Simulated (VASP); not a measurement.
A run of VASP 6.6.1 is set up as follows.

Contents of INCAR:

```
SYSTEM = Cd4Se3S
PREC = Accurate
ENCUT = 520
EDIFF = 1E-7
ISMEAR = 0
SIGMA = 0.02
LREAL = .False.
LASPH = .True.
NELM = 100
ALGO = Normal
ISIF = 2
LWAVE = .False.
LCHARG = .False.
GGA = PE
NBANDS = 46
```

KPOINTS

```
regular mesh
0
Gamma
  8 8 8
  0 0 0
```

The input POSCAR:

```
Cd4Se3S
1.0
   -3.0642918969      3.0642918969      6.1252559149
    3.0642918969     -3.0642918969      6.1252559149
    3.0642918969      3.0642918969     -6.1252559149
Cd Se S
4 3 1
Direct
    0.8646087638      0.3793872977      0.0000000000
    0.1353912362      0.1353912362      0.5147785339
    0.3793872977      0.8646087638      0.0000000000
    0.6206127023      0.6206127023      0.4852214661
    0.2500000000      0.7500000000      0.5000000000
    0.7500000000      0.2500000000      0.5000000000
    0.0000000000      0.0000000000      0.0000000000
    0.5000000000      0.5000000000      0.0000000000
```

Potentials or basis: VASP PAW PBE potentials, release 64 (Cd, Se, S).

The run is started by

```sh
$ cat potpaw_PBE.64/Cd/POTCAR potpaw_PBE.64/Se/POTCAR potpaw_PBE.64/S/POTCAR > POTCAR
$ mpirun -np 1 vasp_std > vasp.out
```

Q: What does it give for the pressure?

A: 0.3 GPa.

Q: Predict the band gap on the k mesh.

A: 0.61 eV.

Caveat: semilocal functionals underestimate gaps, and a narrow one can read as zero.
